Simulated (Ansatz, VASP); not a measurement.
# Nb: VASP beside Ansatz

```
Nb
1.0
    -1.70555    1.70555    1.74715
     1.70555   -1.70555    1.74715
     1.70555    1.70555   -1.74715
Nb
1
Cartesian
  0.0000 0.0000 0.0000
```

Change from the starting cell: strain +0.025 along x and y, +0.050 along z, atoms carried along.

Alike in both runs: task single point; functional r2SCAN; k mesh 20 × 20 × 20; occupations gaussian, width 0.15 eV; no spin polarisation.

|  | VASP | Ansatz |
| --- | --- | --- |
| version | VASP 6.6.1 | Ansatz 0.2.0 |
| potentials or method | VASP PAW PBE potentials, release 64 (Nb_sv), cutoff 520 eV | scalar-relativistic, plane waves, PAW |
| valence electrons in the cell | 13 | 13 |

Ansatz gave:

- gap on the k mesh at the Fermi level (eV): none
- pressure (GPa): -16.8
- traceless stress, the component that is largest in VASP (GPa): -1.30

Task: Which values does VASP return?

Result: gap on the k mesh at the Fermi level (eV): none; pressure (GPa): -16.9; traceless stress, the component that is largest in VASP (GPa): -1.30.

VASP's potentials were made for PBE, not for r2SCAN. A gap of «none» marks a metal or a gap that the smearing closes. With one functional, cell and mesh, what is left measures potentials, basis and numerics.
